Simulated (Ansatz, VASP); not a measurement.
One calculation of Al, two programs

```
Al
1.0
     0.00000    1.99669    1.99669
     1.99669    0.00000    1.99669
     1.99669    1.99669    0.00000
Al
1
Direct
  0.00000 0.00000 0.00000
```

Alike in both runs: task single point; functional r2SCAN; k mesh 5 × 5 × 5; occupations fermi-dirac, width 0.1 eV; no spin polarisation.

|  | VASP | Ansatz |
| --- | --- | --- |
| version | VASP 6.6.1 | Ansatz 0.2.0 |
| potentials or method | VASP PAW PBE potentials, release 64 (Al), cutoff 520 eV | plane waves (500 eV) with PAW, scalar-relativistic |
| valence electrons in the cell | 3 | 3 |

|  | VASP | Ansatz | Ansatz less VASP |
| --- | --- | --- | --- |
| pressure (GPa) | 1.4 | 1.7 | +0.33 |

VASP's potentials were made for PBE, not for r2SCAN. The functional is the same, so the differences come from potentials, cutoffs and numerics.

The k mesh is coarse, so the values compare programs but aren't converged.
